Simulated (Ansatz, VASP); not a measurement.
**One calculation of Ir2Pt, two programs**

```xyz
6
Lattice="5.2362 0.0000 0.0000 0.0000 5.2362 0.0000 0.0000 0.0000 4.4665" Properties=species:S:1:pos:R:3 pbc="T T T"
Ir    1.7292    1.7292    0.0000
Ir    0.8889    4.3473    2.2333
Ir    3.5070    3.5070    0.0000
Ir    4.3473    0.8889    2.2333
Pt    0.0000    0.0000    0.0000
Pt    2.6181    2.6181    2.2333
```

Alike in both runs: functional PBE; k mesh 4 × 4 × 6; occupations gaussian, width 0.1 eV; no spin polarisation.

Ansatz relaxed the structure, and its values are those at the end. VASP's run is a single point on that final structure, the one shown.

|  | VASP | Ansatz |
| --- | --- | --- |
| version | VASP 6.6.1 | Ansatz 0.2.0 |
| potentials or method | VASP PAW PBE potentials, release 64 (Ir, Pt), cutoff 520 eV | scalar-relativistic, plane waves, PAW |
| valence electrons in the cell | 56 | 104 |

|  | VASP | Ansatz | Ansatz less VASP |
| --- | --- | --- | --- |
| gap on the k mesh at the Fermi level (eV) | none | none | - |
| pressure (GPa) | -0.1 | 0.0 | +0.14 |
| rms of the force components (eV/Å) | 0.029 | 0.009 | -0.0204 |

A gap of «none» marks a metal or a gap that the smearing closes. VASP's potentials hold 56 valence electrons a cell and Ansatz's 104, so a difference there can come from the potentials and not from the codes.

Spin-orbit coupling is off throughout.
